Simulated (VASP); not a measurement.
# FH in VASP: single point with PBE+D3(BJ)

Aim: the single point of FH with PBE+D3(BJ).

Everything below comes from runs of VASP 6.6.1. Logs are shortened: lines on timing, memory, paths and dates and some standing lists are left out, and cuts for length are marked.

**1. The cell of the first run**

The cell holds a molecule in a box, 2 atoms: a = 7.270 Å, b = 7.270 Å, c = 21.166 Å, α = 90.00°, β = 90.00°, γ = 120.00°.

**2. Single point, PBE+D3(BJ)**

File INCAR:

```
PREC = Accurate
ENCUT = 520
EDIFF = 1E-7
ISMEAR = 0
SIGMA = 0.05
LREAL = False
LASPH = True
NELM = 60
ALGO = Normal
ISIF = 2
LWAVE = False
LCHARG = False
LDIPOL = True
IDIPOL = 3
DIPOL = 0.5 0.5 0.626
GGA = PE
IVDW = 12
NBANDS = 11
```

File KPOINTS:

```
regular mesh
0
Gamma
  3 3 1
```

File POSCAR:

```
HF
1.0
    7.2700393928      0.0000000000      0.0000000000
   -3.6350196964      6.2960388007      0.0000000000
    0.0000000000      0.0000000000     21.1657087726
F H
1 1
Direct
    0.3131401599      0.6879080007      0.6408282790
    0.2575892118      0.7444759831      0.6114712745
```

Potentials or basis: VASP PAW PBE potentials, release 64 (F, H).

Command:

```
$ cat potpaw_PBE.64/F/POTCAR potpaw_PBE.64/H/POTCAR > POTCAR
$ mpirun -np 1 vasp_std > vasp.out
```

OUTCAR:

```text
PREC = Accurate
   ENCUT = 520
   EDIFF = 1E-7
   ISMEAR = 0
   LREAL = False
   LASPH = True
   NELM = 60
   ISIF = 2
   GGA = PE
   IVDW = 12
 IVDW          = 12

 ion  position               nearest neighbor table
   1  0.313  0.688  0.641-   2 0.94
   2  0.258  0.744  0.611-   1 0.94

  LATTYP: Found a hexagonal cell.
 ALAT       =     7.2700393928
 C/A-ratio  =     2.9113609472

  Lattice vectors:

 A1 = (   7.2700393928,   0.0000000000,   0.0000000000)
 A2 = (  -3.6350196964,   6.2960388007,   0.0000000000)
 A3 = (   0.0000000000,   0.0000000000,  21.1657087726)

Analysis of symmetry for initial positions (statically):
=====================================================================
 Subroutine PRICEL returns:
 Original cell was already a primitive cell.

 Routine SETGRP: Setting up the symmetry group for a
 hexagonal supercell.

 Subroutine GETGRP returns: Found  1 space group operations
 (whereof  1 operations were pure point group operations)
 out of a pool of 24 trial point group operations.

The static configuration has the point symmetry C_1 .

Analysis of symmetry for dynamics (positions and initial velocities):
=====================================================================
 Subroutine PRICEL returns:
 Original cell was already a primitive cell.

 Routine SETGRP: Setting up the symmetry group for a
 hexagonal supercell.

 Subroutine GETGRP returns: Found  1 space group operations
 (whereof  1 operations were pure point group operations)
 out of a pool of 24 trial point group operations.

The dynamic configuration has the point symmetry C_1 .

 Subroutine INISYM returns: Found  1 space group operations
 (whereof  1 operations are pure point group operations),
 and found     1 'primitive' translations

----------------------------------------------------------------------------------------

                                     Primitive cell

  volume of cell :     968.8063

  direct lattice vectors                    reciprocal lattice vectors
     7.270039393  0.000000000  0.000000000     0.137550837  0.079415012  0.000000000
    -3.635019696  6.296038801  0.000000000     0.000000000  0.158830025  0.000000000
     0.000000000  0.000000000 21.165708773     0.000000000  0.000000000  0.047246233

  length of vectors
     7.270039393  7.270039393 21.165708773     0.158830025  0.158830025  0.047246233

  position of ions in fractional coordinates (direct lattice)
     0.313140160  0.687908001  0.640828279
     0.257589212  0.744475983  0.611471274

  ion indices of the primitive-cell ions
   primitive index   ion index
                 1           1
                 2           2

----------------------------------------------------------------------------------------

 KPOINTS: regular mesh

Automatic generation of k-mesh.
 Grid dimensions read from file:
 generate k-points for:    3    3    1

 Generating k-lattice:

  Cartesian coordinates                     Fractional coordinates (reciprocal lattice)
     0.045850279  0.026471671  0.000000000     0.333333333  0.000000000  0.000000000
     0.000000000  0.052943342  0.000000000     0.000000000  0.333333333  0.000000000
     0.000000000  0.000000000  0.047246233     0.000000000  0.000000000  1.000000000

  Length of vectors
     0.052943342  0.052943342  0.047246233

  Shift w.r.t. Gamma in fractional coordinates (k-lattice)
     0.000000000  0.000000000  0.000000000

 Subroutine IBZKPT returns following result:
 ===========================================

 Found      5 irreducible k-points:

 Following reciprocal coordinates:
            Coordinates               Weight
  0.000000  0.000000  0.000000      1.000000
  0.333333 -0.000000  0.000000      2.000000
  0.000000  0.333333  0.000000      2.000000
 -0.333333  0.333333  0.000000      2.000000
  0.333333  0.333333  0.000000      2.000000
   k-points           NKPTS =      5   k-points in BZ     NKDIM =      5   number of bands    NBANDS=     11
   number of dos      NEDOS =    301   number of ions     NIONS =      2
   total plane-waves  NPLWV = 466560
   dimension x,y,z NGX =    54 NGY =   54 NGZ =  160
   dimension x,y,z NGXF=   108 NGYF=  108 NGZF=  320
   ions per type =               1   1
   NGX,Y,Z   is equivalent  to a cutoff of  12.35, 12.35, 12.57 a.u.
   NGXF,Y,Z  is equivalent  to a cutoff of  24.70, 24.70, 25.13 a.u.
 SYSTEM =  unknown system
   PREC   = accura    normal or accurate (medium, high low for compatibility)
   ISTART =      0    job   : 0-new  1-cont  2-samecut
   ICHARG =      2    charge: 1-file 2-atom 10-const
   ISPIN  =      1    spin polarized calculation?
   LNONCOLLINEAR =      F non collinear calculations
   LSORBIT =      F    spin-orbit coupling
   LASPH  =      T    aspherical Exc in radial PAW
   ENCUT  =  520.0 eV  38.22 Ry    6.18 a.u.  13.52 13.52 39.35*2*pi/ulx,y,z
   NELM   =     60;   NELMIN=  2; NELMDL= -5     # of ELM steps
   EDIFF  = 0.1E-06   stopping-criterion for ELM
   LREAL  =      F    real-space projection
   EDIFFG = 0.1E-05   stopping-criterion for IOM
   NSW    =      0    number of steps for IOM
   IBRION =     -1    ionic relax: 0-MD 1-quasi-New 2-CG
   NFREE  =      0    steps in history (QN), initial steepest desc. (CG)
   ISIF   =      2    stress and relaxation
   ISYM   =      2    0-nonsym 1-usesym 2-fastsym
   POTIM  = 0.5000    time-step for ionic-motion
   TEBEG  =    0.0;   TEEND  =   0.0 temperature during run
   PSTRESS=    0.0 pullay stress
   NELECT =       8.0000    total number of electrons
   NUPDOWN=      -1.0000    fix difference up-down
   EMIN   =  10.00;   EMAX   =-10.00  energy-range for DOS
   EFERMI =   0.00;   METHOD = LEGACY
   ISMEAR =     0;   SIGMA  =   0.05  broadening in eV -4-tet -1-fermi 0-gaus
   EFERMI_NEDOS =   21; number of points for ismear=-14 and -15
   IALGO  =     38    algorithm
   IMIX   =      4    mixing-type and parameters
     AMIX     =   0.40;   BMIX     =  1.00
     AMIX_MAG =   1.60;   BMIX_MAG =  1.00
  volume/ion in A,a.u.               =     484.40      3268.91
  Fermi-wavevector in a.u.,A,eV,Ry     =   0.330897  0.625304  1.489738  0.109493
  Thomas-Fermi vector in A             =   1.226592
   LORBIT       =      0    0 simple, 1 ext, 2 COOP (PROOUT), +10 PAW based schemes
   GGA     = PE    functional components
   LHFCALC =     F    Hartree Fock is set to
   AEXX    =    0.0000 exact exchange contribution
   IVDW    =    12    specifies the selected vdW correction
   LEPSILON=     F    determine dielectric tensor
   LRPA    =     F    only Hartree local field effects (RPA)
 non-spin polarized calculation
 Gauss-broadening in eV      SIGMA  =   0.05
  energy-cutoff  :      520.00
  volume of cell :      968.81
 maximum number of plane-waves:     26173
 NGX is ok and might be reduce to    54
   NGX = 27   NGY = 27   NGZ = 79

 dipolmoment           0.000000      0.000000     -0.000001 electrons x Angstroem

 number of electron       7.9999992 magnetization

 dipolmoment           0.000000      0.000000      0.242522 electrons x Angstroem

 Free energy of the ion-electron system (eV)
  ---------------------------------------------------
  ext. energy  EPLUGINS =         0.00000000
  ---------------------------------------------------
  free energy    TOTEN  =        -7.88669715 eV

  energy without entropy =       -7.88669715  energy(sigma->0) =       -7.88669715

 E-fermi :  -9.1759     XC(G=0):  -0.4389

 val. band max:       -9.4867288614   @ k =   0.0000   0.0000   0.0000
 cond. band min:      -1.2994127871   @ k =   0.0000   0.0000   0.0000
 fundamental gap:      8.1873160743
 Fermi energy:        -9.1758995682

 k-point     1 :       0.0000    0.0000    0.0000
  band No.  band energies     occupation
      1     -29.9080      2.00000
      2     -13.2311      2.00000
      3      -9.4878      2.00000
      4      -9.4867      2.00000
      5      -1.2994      0.00000
      6      -0.1429      0.00000
      7       0.4046      0.00000
      8       0.9269      0.00000
      9       1.2153      0.00000
     10       1.7027      0.00000
     11       2.6832      0.00000

 k-point     2 :       0.3333   -0.0000    0.0000
  band No.  band energies     occupation
      1     -29.9079      2.00000
      2     -13.2312      2.00000
      3      -9.4879      2.00000
      4      -9.4872      2.00000
      5      -1.0524      0.00000
      6       0.2485      0.00000
      7       0.7306      0.00000
      8       0.8255      0.00000
      9       1.4414      0.00000
     10       1.6085      0.00000
     11       1.6361      0.00000

 k-point     3 :       0.0000    0.3333    0.0000
  band No.  band energies     occupation
      1     -29.9079      2.00000
      2     -13.2312      2.00000
      3      -9.4879      2.00000
      4      -9.4872      2.00000
      5      -1.0523      0.00000
      6       0.2485      0.00000
      7       0.7308      0.00000
      8       0.8256      0.00000
      9       1.4415      0.00000
     10       1.6085      0.00000
     11       1.6362      0.00000

 k-point     4 :      -0.3333    0.3333    0.0000
  band No.  band energies     occupation
      1     -29.9079      2.00000
      2     -13.2312      2.00000
      3      -9.4880      2.00000
      4      -9.4869      2.00000
      5      -1.0454      0.00000
      6       0.2492      0.00000
      7       0.7396      0.00000
      8       0.8294      0.00000
      9       1.4465      0.00000
     10       1.6133      0.00000
     11       1.6458      0.00000

 k-point     5 :       0.3333    0.3333    0.0000
  band No.  band energies     occupation
      1     -29.9079      2.00000
      2     -13.2312      2.00000
      3      -9.4880      2.00000
      4      -9.4873      2.00000
      5      -0.8765      0.00000
      6       0.7275      0.00000
      7       0.7397      0.00000
      8       1.0824      0.00000
      9       1.2176      0.00000
     10       1.2334      0.00000
     11       1.5574      0.00000

------------------------ aborting loop because EDIFF is reached ----------------------------------------

 vacuum level on the upper side and lower side of the slab       (xc-potential included)         0.447        -0.520

 Edisp (eV)   -0.00335

 E8    (eV) :    -0.0007

  FORCE on cell =-STRESS in cart. coord.  units (eV):
  Direction    XX          YY          ZZ          XY          YZ          ZX
  --------------------------------------------------------------------------------------
  -------------------------------------------------------------------------------------
  Total      -0.11380    -0.07672    -0.14400     0.03301     0.02756    -0.04717
  in kB      -0.18820    -0.12688    -0.23815     0.05460     0.04558    -0.07801
  external pressure =       -0.18 kB  Pullay stress =        0.00 kB

 VOLUME and BASIS-vectors are now :
 -----------------------------------------------------------------------------
  energy-cutoff  :      520.00
  volume of cell :      968.81
      direct lattice vectors                 reciprocal lattice vectors
     7.270039393  0.000000000  0.000000000     0.137550837  0.079415012  0.000000000
    -3.635019696  6.296038801  0.000000000     0.000000000  0.158830025  0.000000000
     0.000000000  0.000000000 21.165708773     0.000000000  0.000000000  0.047246233

 POSITION                                       TOTAL-FORCE (eV/Angst)
 -----------------------------------------------------------------------------------
     -0.22402      4.33110     13.56358        -0.078681      0.045884     -0.141509
     -0.83350      4.68725     12.94222         0.078681     -0.045884      0.141509
 -----------------------------------------------------------------------------------
    total drift:                                0.000802     -0.000687      0.000493

  FREE ENERGIE OF THE ION-ELECTRON SYSTEM (eV)
  ---------------------------------------------------
  free  energy   TOTEN  =        -7.8900450890 eV

  energy  without entropy=       -7.8900450890  energy(sigma->0) =       -7.89004509

 vacuum level on the upper side and lower side of the slab         0.539        -0.428
```

Run time: 5 min. Hardware: 1 thread of Intel Xeon 8259CL, shared host; peak memory 0.9 GiB.

What came out:

```yaml
Free_energy: -7.8900 eV
Largest_force: 0.168 eV/Å
Gap_between_the_frontier_levels: 8.19 eV
Dispersion_energy_per_atom: -0.002 eV
```

Forces on the atoms (eV/Å):
```
F   -0.079  0.046 -0.142
H    0.079 -0.046  0.142
```
